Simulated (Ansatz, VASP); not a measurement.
## AgB2: VASP beside Ansatz

```
Ag B
1.0
     3.05884    0.00000    0.00000
    -1.52942    2.64903    0.00000
     0.00000    0.00000    3.30355
Ag B
1 2
Cartesian
  0.0000 0.0000 0.0000
  0.0000 1.7660 1.6518
  1.5294 0.8830 1.6518
```

Change from the starting cell: volume scaled by 1.06, PAW files.

Alike in both runs: task electric field gradients; functional PBEsol; k mesh 16 × 16 × 13; occupations fermi-dirac, width 0.05 eV; no spin polarisation.

```csv
,VASP,Ansatz
version,VASP 6.6.1,Ansatz 0.2.0
potentials or method,"VASP PAW PBE potentials, release 64 (Ag, B)","PAW with Ansatz's default frozen-core files, scalar-relativistic"
plane-wave cutoff (eV),520,420
valence electrons in the cell,17,25
```

Ansatz gave:

- pressure (GPa): 27.6
- traceless stress, the component that is largest in VASP (GPa): 20.87
- size of Vzz on the site where it differs most (V/Å²): 25.3

Task: Estimate VASP's values.

Result: Pressure (GPa): 27.6; traceless stress, the component that is largest in VASP (GPa): 20.76; size of Vzz on the site where it differs most (V/Å²): 28.4.

VASP's potentials were made for PBE, not for PBEsol. VASP's potentials hold 17 valence electrons a cell and Ansatz's 25, so a difference there can come from the potentials and not from the codes.
